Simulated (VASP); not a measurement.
Wanted: the native input for a VASP 6.6.1 run.

- Task: single point
- Functional: PBE
- Potentials or basis: VASP PAW PBE potentials, release 64 (Cs_sv, I)
- Cutoff: 500 eV
- k mesh: 8 × 8 × 8
- Occupations: gaussian, width 0.05 eV
- Spin: no spin polarisation
- Dipole correction: no
- Further INCAR settings: ALGO = Normal; EDIFF = 1e-06; NBANDS = 15

The structure of CsI lies in POSCAR:

```
CsI
1.0
    4.7718825743      0.0000000000      0.0000000000
    0.0000000000      4.7718825743      0.0000000000
    0.0000000000      0.0000000000      4.7718825743
Cs I
1 1
Direct
    0.0000000000      0.0000000000      0.0000000000
    0.5000000000      0.5000000000      0.5000000000
```

These files were run (other wordings do the same):

INCAR

```
PREC = Accurate
ENCUT = 500
EDIFF = 1E-6
ISMEAR = 0
SIGMA = 0.05
LREAL = False
LASPH = True
NELM = 120
ALGO = Normal
ISIF = 2
LWAVE = False
LCHARG = False
GGA = PE
NBANDS = 15
GGA_COMPAT = False
```

KPOINTS

```
Automatic mesh
0
Gamma
  8 8 8
```

Potentials or basis: VASP PAW PBE potentials, release 64 (Cs_sv, I).

Command:

```sh
$ cat potpaw_PBE.64/Cs_sv/POTCAR potpaw_PBE.64/I/POTCAR > POTCAR
$ mpirun -np 1 vasp_std > vasp.out
```

It gave:

```yaml
Pressure: -0.5 GPa
Band_gap_on_the_k_mesh: 3.49 eV (least direct gap 3.59 eV)
```

Caveat: spin-orbit coupling is left out, which moves the levels of the heavy elements.

It took 68 s on 1 thread of Intel Xeon 8259CL, on a shared host, peak memory 0.23 GiB.
